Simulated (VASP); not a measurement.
# InGa2N3 (P-4m2) in VASP: notebook

The runs below take InGa2N3 through single point, with PBE.

Program: VASP 6.6.1. These are calculated values, not measurements. Logs are shortened: lines on timing, memory, paths and dates and some standing lists are left out, and cuts for length are marked.

## Step 1: The cell of the first run

Symmetry: P-4m2, No. 115, tetragonal system. The conventional cell has a = 3.352 Å, b = 3.352 Å, c = 7.445 Å, α = 90.00°, β = 90.00°, γ = 90.00°. Within 3.1 Å of In (site symmetry -4m2) lie 4 N at 2.37 Å and 4 Ga at 2.56 Å. Ga (site symmetry 2mm) has 7 N at 2.54 to 2.65 Å and 2 In at 2.56 Å and 4 Ga at 3.35 Å within 3.4 Å. N (site symmetry 2mm) has 5 Ga at 2.54 to 2.65 Å and 10 N at 2.94 to 3.35 Å and 2 In at 3.31 Å within 3.4 Å. N (site symmetry -4m2) has 4 In at 2.37 Å and 4 Ga at 2.56 Å within 3.1 Å.

## Step 2: Single point, PBE

File INCAR:

```
PREC = Accurate
ENCUT = 520
EDIFF = 1E-7
ISMEAR = 0
SIGMA = 0.1
LREAL = False
LASPH = True
NELM = 60
ALGO = Normal
ISIF = 2
LWAVE = False
LCHARG = False
GGA = PE
NBANDS = 36
```

File KPOINTS:

```
regular mesh
0
Gamma
  6 6 4
```

File POSCAR:

```
InGa2N3
1.0
    3.3515989800      0.0000000000      0.0000000000
    0.0000000000      3.3515989800      0.0000000000
    0.0000000000      0.0000000000      7.4452746600
In Ga N
1 2 3
Direct
    0.5000000000      0.5000000000      0.0000000000
    0.5000000000      0.0000000000      0.7398749000
    0.0000000000      0.5000000000      0.2601251000
    0.5000000000      0.0000000000      0.3835413500
    0.0000000000      0.5000000000      0.6164586500
    0.0000000000      0.0000000000      0.0000000000
```

Potentials or basis: VASP PAW PBE potentials, release 64 (In_d, Ga_d, N).

On the command line:

```console
$ cat potpaw_PBE.64/In_d/POTCAR potpaw_PBE.64/Ga_d/POTCAR potpaw_PBE.64/N/POTCAR > POTCAR
$ mpirun -np 1 vasp_std > vasp.out
```

OUTCAR:

```text
PREC = Accurate
   ENCUT = 520
   EDIFF = 1E-7
   ISMEAR = 0
   LREAL = False
   LASPH = True
   NELM = 60
   ISIF = 2
   GGA = PE

 ion  position               nearest neighbor table
   1  0.500  0.500  0.000-   6 2.37   6 2.37   6 2.37   6 2.37   3 2.56   3 2.56   2 2.56   2 2.56

   2  0.500  0.000  0.740-   1 2.56   1 2.56
   3  0.000  0.500  0.260-   1 2.56   1 2.56
   4  0.500  0.000  0.384-
   5  0.000  0.500  0.616-
   6  0.000  0.000  0.000-   1 2.37   1 2.37   1 2.37   1 2.37

  LATTYP: Found a simple tetragonal cell.
 ALAT       =     3.3515989800
 C/A-ratio  =     2.2214097523

  Lattice vectors:

 A1 = (   3.3515989800,   0.0000000000,   0.0000000000)
 A2 = (   0.0000000000,   3.3515989800,   0.0000000000)
 A3 = (   0.0000000000,   0.0000000000,   7.4452746600)

Analysis of symmetry for initial positions (statically):
=====================================================================
 Subroutine PRICEL returns:
 Original cell was already a primitive cell.

 Routine SETGRP: Setting up the symmetry group for a
 simple tetragonal supercell.

 Subroutine GETGRP returns: Found  8 space group operations
 (whereof  8 operations were pure point group operations)
 out of a pool of 16 trial point group operations.

The static configuration has the point symmetry D_2d.

Analysis of symmetry for dynamics (positions and initial velocities):
=====================================================================
 Subroutine PRICEL returns:
 Original cell was already a primitive cell.

 Routine SETGRP: Setting up the symmetry group for a
 simple tetragonal supercell.

 Subroutine GETGRP returns: Found  8 space group operations
 (whereof  8 operations were pure point group operations)
 out of a pool of 16 trial point group operations.

The dynamic configuration has the point symmetry D_2d.

 Subroutine INISYM returns: Found  8 space group operations
 (whereof  8 operations are pure point group operations),
 and found     1 'primitive' translations

----------------------------------------------------------------------------------------

                                     Primitive cell

  volume of cell :      83.6344

  direct lattice vectors                    reciprocal lattice vectors
     3.351598980  0.000000000  0.000000000     0.298365051  0.000000000  0.000000000
     0.000000000  3.351598980  0.000000000     0.000000000  0.298365051  0.000000000
     0.000000000  0.000000000  7.445274660     0.000000000  0.000000000  0.134313379

  length of vectors
     3.351598980  3.351598980  7.445274660     0.298365051  0.298365051  0.134313379

  position of ions in fractional coordinates (direct lattice)
     0.500000000  0.500000000  0.000000000
     0.500000000  0.000000000  0.739874900
     0.000000000  0.500000000  0.260125100
     0.500000000  0.000000000  0.383541350
     0.000000000  0.500000000  0.616458650
     0.000000000  0.000000000  0.000000000

  ion indices of the primitive-cell ions
   primitive index   ion index
                 1           1
                 2           2
                 3           3
                 4           4
                 5           5
                 6           6

----------------------------------------------------------------------------------------

 KPOINTS: regular mesh

Automatic generation of k-mesh.
 Grid dimensions read from file:
 generate k-points for:    6    6    4

 Generating k-lattice:

  Cartesian coordinates                     Fractional coordinates (reciprocal lattice)
     0.049727508  0.000000000  0.000000000     0.166666667  0.000000000  0.000000000
     0.000000000  0.049727508  0.000000000     0.000000000  0.166666667  0.000000000
     0.000000000  0.000000000  0.033578345     0.000000000  0.000000000  0.250000000

  Length of vectors
     0.049727508  0.049727508  0.033578345

  Shift w.r.t. Gamma in fractional coordinates (k-lattice)
     0.000000000  0.000000000  0.000000000

 Subroutine IBZKPT returns following result:
 ===========================================

 Found     30 irreducible k-points:

 Following reciprocal coordinates:
            Coordinates               Weight
  0.000000  0.000000  0.000000      1.000000
  0.166667  0.000000  0.000000      4.000000
  0.333333  0.000000  0.000000      4.000000
  0.500000  0.000000  0.000000      2.000000
  0.166667  0.166667  0.000000      4.000000
  0.333333  0.166667  0.000000      8.000000
[... 16 lines left out ...]
  0.333333  0.000000  0.500000      4.000000
  0.500000  0.000000  0.500000      2.000000
 [... further k-points ...]
   k-points           NKPTS =     30   k-points in BZ     NKDIM =     30   number of bands    NBANDS=     36
   number of dos      NEDOS =    301   number of ions     NIONS =      6
   total plane-waves  NPLWV =  43904
   dimension x,y,z NGX =    28 NGY =   28 NGZ =   56
   dimension x,y,z NGXF=    56 NGYF=   56 NGZF=  112
   ions per type =               1   2   3
   NGX,Y,Z   is equivalent  to a cutoff of  13.89, 13.89, 12.50 a.u.
   NGXF,Y,Z  is equivalent  to a cutoff of  27.78, 27.78, 25.01 a.u.
 SYSTEM =  unknown system
   PREC   = accura    normal or accurate (medium, high low for compatibility)
   ISTART =      0    job   : 0-new  1-cont  2-samecut
   ICHARG =      2    charge: 1-file 2-atom 10-const
   ISPIN  =      1    spin polarized calculation?
   LNONCOLLINEAR =      F non collinear calculations
   LSORBIT =      F    spin-orbit coupling
   LASPH  =      T    aspherical Exc in radial PAW
   ENCUT  =  520.0 eV  38.22 Ry    6.18 a.u.   6.23  6.23 13.84*2*pi/ulx,y,z
   NELM   =     60;   NELMIN=  2; NELMDL= -5     # of ELM steps
   EDIFF  = 0.1E-06   stopping-criterion for ELM
   LREAL  =      F    real-space projection
   EDIFFG = 0.1E-05   stopping-criterion for IOM
   NSW    =      0    number of steps for IOM
   IBRION =     -1    ionic relax: 0-MD 1-quasi-New 2-CG
   NFREE  =      0    steps in history (QN), initial steepest desc. (CG)
   ISIF   =      2    stress and relaxation
   ISYM   =      2    0-nonsym 1-usesym 2-fastsym
   POTIM  = 0.5000    time-step for ionic-motion
   TEBEG  =    0.0;   TEEND  =   0.0 temperature during run
   PSTRESS=    0.0 pullay stress
   NELECT =      54.0000    total number of electrons
   NUPDOWN=      -1.0000    fix difference up-down
   EMIN   =  10.00;   EMAX   =-10.00  energy-range for DOS
   EFERMI =   0.00;   METHOD = LEGACY
   ISMEAR =     0;   SIGMA  =   0.10  broadening in eV -4-tet -1-fermi 0-gaus
   EFERMI_NEDOS =   21; number of points for ismear=-14 and -15
   IALGO  =     38    algorithm
   IMIX   =      4    mixing-type and parameters
     AMIX     =   0.40;   BMIX     =  1.00
     AMIX_MAG =   1.60;   BMIX_MAG =  1.00
  volume/ion in A,a.u.               =      13.94        94.07
  Fermi-wavevector in a.u.,A,eV,Ry     =   1.414961  2.673889 27.240424  2.002115
  Thomas-Fermi vector in A             =   2.536449
   LORBIT       =      0    0 simple, 1 ext, 2 COOP (PROOUT), +10 PAW based schemes
   GGA     = PE    functional components
   LHFCALC =     F    Hartree Fock is set to
   AEXX    =    0.0000 exact exchange contribution
   IVDW    =     0    specifies the selected vdW correction
   LEPSILON=     F    determine dielectric tensor
   LRPA    =     F    only Hartree local field effects (RPA)
 non-spin polarized calculation
 Gauss-broadening in eV      SIGMA  =   0.10
  energy-cutoff  :      520.00
  volume of cell :       83.63
 maximum number of plane-waves:      2272
 NGX is ok and might be reduce to    28
   NGX = 13   NGY = 13   NGZ = 27

 number of electron      54.0000027 magnetization

 Free energy of the ion-electron system (eV)
  ---------------------------------------------------
  ext. energy  EPLUGINS =         0.00000000
  ---------------------------------------------------
  free energy    TOTEN  =       -23.47672666 eV

  energy without entropy =      -23.43775240  energy(sigma->0) =      -23.45723953

 E-fermi :   5.5286     XC(G=0): -11.2245

 val. band max:        5.5265305563   @ k =   0.0000   0.0000   0.5000
 cond. band min:       5.5310441395   @ k =   0.5000   0.0000   0.0000
 fundamental gap:      0.0045135832
 Fermi energy:         5.5285994049

 k-point     1 :       0.0000    0.0000    0.0000
  band No.  band energies     occupation
      1     -10.7222      2.00000
      2      -9.8545      2.00000
      3      -9.8309      2.00000
      4      -9.8309      2.00000
      5      -9.4098      2.00000
      6      -9.3545      2.00000
[... 28 lines left out ...]
     35      13.2989      0.00000
     36      13.3739      0.00000

 k-point     2 :       0.1667    0.0000    0.0000
  band No.  band energies     occupation
      1     -10.5292      2.00000
      2      -9.8391      2.00000
      3      -9.8280      2.00000
      4      -9.8032      2.00000
      5      -9.4273      2.00000
      6      -9.4002      2.00000
[... 28 lines left out ...]
     35      13.1931      0.00000
     36      13.3897      0.00000

 k-point     3 :       0.3333    0.0000    0.0000
  band No.  band energies     occupation
      1     -10.1172      2.00000
      2      -9.8379      2.00000
      3      -9.8227      2.00000
      4      -9.6869      2.00000
      5      -9.5509      2.00000
      6      -9.4459      2.00000
[... 28 lines left out ...]
     35      12.9919      0.00000
     36      13.3163      0.00000
[... 742 lines left out ...]
 k-point    23 :       0.3333    0.0000    0.5000
  band No.  band energies     occupation
      1     -10.1169      2.00000
      2      -9.8406      2.00000
      3      -9.8222      2.00000
      4      -9.6814      2.00000
      5      -9.5515      2.00000
      6      -9.4530      2.00000
[... 28 lines left out ...]
     35      13.1515      0.00000
     36      13.5399      0.00000

 k-point    24 :       0.5000    0.0000    0.5000
  band No.  band energies     occupation
      1      -9.9008      2.00000
      2      -9.8550      2.00000
      3      -9.8194      2.00000
      4      -9.6096      2.00000
      5      -9.5603      2.00000
      6      -9.5274      2.00000
[... 28 lines left out ...]
     35      13.0015      0.00000
     36      13.0824      0.00000

 [... further k-points ...]
[... 5 lines left out ...]
  --------------------------------------------------------------------------------------
  -------------------------------------------------------------------------------------
  Total       -4.7650374     -4.7650374      1.1007577      0.0000000      0.0000000      0.0000000
  in kB      -91.2834553    -91.2834553     21.0871312      0.0000000      0.0000000      0.0000000
  external PRESSURE =     -53.8265932 kB  Pullay stress =       0.0000000 kB

 VOLUME and BASIS-vectors are now :
 -----------------------------------------------------------------------------
  energy-cutoff  :      520.00
  volume of cell :       83.63
      direct lattice vectors                 reciprocal lattice vectors
     3.351598980  0.000000000  0.000000000     0.298365051  0.000000000  0.000000000
     0.000000000  3.351598980  0.000000000     0.000000000  0.298365051  0.000000000
     0.000000000  0.000000000  7.445274660     0.000000000  0.000000000  0.134313379

 POSITION                                       TOTAL-FORCE (eV/Angst)
 -----------------------------------------------------------------------------------
      1.67580      1.67580      0.00000         0.000000      0.000000      0.000000
      1.67580      0.00000      5.50857        -0.000000     -0.000000     -5.148117
      0.00000      1.67580      1.93670         0.000000     -0.000000      5.148117
      1.67580      0.00000      2.85557         0.000000     -0.000000     -1.225027
      0.00000      1.67580      4.58970         0.000000     -0.000000      1.225027
      0.00000      0.00000      0.00000         0.000000     -0.000000      0.000000
 -----------------------------------------------------------------------------------
    total drift:                                0.000000      0.000000      0.000000

  FREE ENERGIE OF THE ION-ELECTRON SYSTEM (eV)
  ---------------------------------------------------
  free  energy   TOTEN  =       -23.4767266644 eV

  energy  without entropy=      -23.4377523992  energy(sigma->0) =      -23.45723953
```

Wall time 3.9 min (1 thread of AMD EPYC 7R13, shared host); peak memory 0.21 GiB.

What came out:

- Free energy: -23.4767 eV
- Pressure: -5.4 GPa
- Largest force: 5.148 eV/Å
- Band gap on the k mesh: zero (band 27 reaches 5.66 eV, above the bottom of band 28 at 4.60 eV)

Forces in eV/Å, atoms in the order of the input:
```
In   0.000  0.000  0.000
Ga   0.000  0.000 -5.148
Ga   0.000  0.000  5.148
N    0.000  0.000 -1.225
N    0.000  0.000  1.225
N    0.000  0.000  0.000
```

Stress tensor (GPa, compression positive):
```
-9.13  0.00  0.00
 0.00 -9.13  0.00
 0.00  0.00  2.11
```

Levels at points of the mesh, in eV from the Fermi level:
| k point | band 23 | band 24 | band 25 | band 26 | band 27 | band 28 | band 29 | band 30 | band 31 | band 32 |
| --- | --- | --- | --- | --- | --- | --- | --- | --- | --- | --- |
| (0.00, 0.00, 0.00) | -1.35 | -1.24 | -1.06 | -1.06 | -0.10 | -0.10 | 0.54 | 1.62 | 3.85 | 6.79 |
| (0.50, 0.00, 0.00) | -1.59 | -1.55 | -1.16 | -0.23 | -0.12 | 0.00 | 1.13 | 2.26 | 4.65 | 5.08 |
| (0.50, 0.50, 0.00) | -3.30 | -2.94 | -2.30 | -2.30 | -1.78 | -0.58 | 0.33 | 0.33 | 2.30 | 5.48 |
| (0.00, 0.00, 0.50) | -1.27 | -1.26 | -1.18 | -1.18 | 0.00 | 0.00 | 0.03 | 2.33 | 4.33 | 6.79 |
| (0.50, 0.00, 0.50) | -2.73 | -1.54 | -0.17 | -0.11 | -0.01 | 0.55 | 0.98 | 1.97 | 4.33 | 5.01 |
| (0.50, 0.50, 0.50) | -4.00 | -1.81 | -1.79 | -1.79 | -1.68 | -0.49 | -0.38 | -0.38 | 1.47 | 5.76 |

Caveat: spin-orbit coupling is left out, which moves the levels of the heavy elements; forces of over 1 eV/Å act on the atoms, so gaps and moduli don't describe the material at rest.

(Continued in part 2 of 2.)
